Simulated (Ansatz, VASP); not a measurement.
IrRh2 in VASP and in Ansatz

```
Ir Rh
1.0
     4.32296    0.00000    0.00000
    -2.16148    3.74380    0.00000
     0.00000    0.00000    2.69017
Ir Rh
1 2
Direct
  0.00000 0.00000 0.00000
  0.33333 0.66667 0.50000
  0.66667 0.33333 0.50000
```

Alike in both runs: functional PBE; k mesh 6 × 6 × 6; occupations gaussian, width 0.1 eV; no spin polarisation.

Ansatz relaxed the structure, and its values are those at the end. VASP's run is a single point on that final structure, the one shown.

|  | VASP | Ansatz |
| --- | --- | --- |
| version | VASP 6.6.1 | Ansatz 0.2.0 |
| potentials or method | VASP PAW PBE potentials, release 64 (Ir, Rh_pv), cutoff 520 eV | scalar-relativistic, plane waves, PAW |
| valence electrons in the cell | 39 | 51 |

|  | VASP | Ansatz | Ansatz less VASP |
| --- | --- | --- | --- |
| gap on the k mesh at the Fermi level (eV) | none | none | - |
| pressure (GPa) | 0.0 | -0.2 | -0.14 |

A gap of «none» marks a metal or a gap that the smearing closes. VASP's potentials hold 39 valence electrons a cell and Ansatz's 51, so a difference there can come from the potentials and not from the codes.

The k mesh is coarse, so the values compare programs but aren't converged. Spin-orbit coupling is off throughout.
